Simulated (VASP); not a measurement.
Ag, 2 atoms in the cell. The structure is tetragonal, space group I4_1/amd (No. 141). Conventional cell: a = 5.111 Å, b = 5.111 Å, c = 2.811 Å, α = 90.00°, β = 90.00°, γ = 90.00°. Within 3.5 Å of Ag (site symmetry -4m2) lie 10 Ag at 2.65 to 3.31 Å. 

```yaml
Program: VASP 6.6.1
Task: relaxation of cell and atoms
Functional: PBE
Potentials_or_basis: VASP PAW PBE potentials, release 64 (Ag)
Cutoff: 600 eV
k_mesh: 15 × 15 × 15
Occupations: fermi-dirac, width 0.1 eV
Spin: no spin polarisation
Dipole_correction: no
Further_INCAR_settings: ALGO = Normal; EDIFF = 1e-06; IBRION = 2; EDIFFG = -0.005; NSW = 60; ISIF = 3
```

Potentials or basis: VASP PAW PBE potentials, release 64 (Ag).

Command:

```console
$ cat potpaw_PBE.64/Ag/POTCAR > POTCAR
$ mpirun -np 1 vasp_std > vasp.out
```

Hardware: 1 thread of Oxide Virtual Turin-like Processor, with other jobs on the host.

Question: Estimate the wall time of this run.

Answer: It took 15 min on 1 thread of Oxide Virtual Turin-like Processor, with other jobs on the host, peak memory 0.29 GiB. Counts: scf iterations 47, k points 288, ion steps 7.
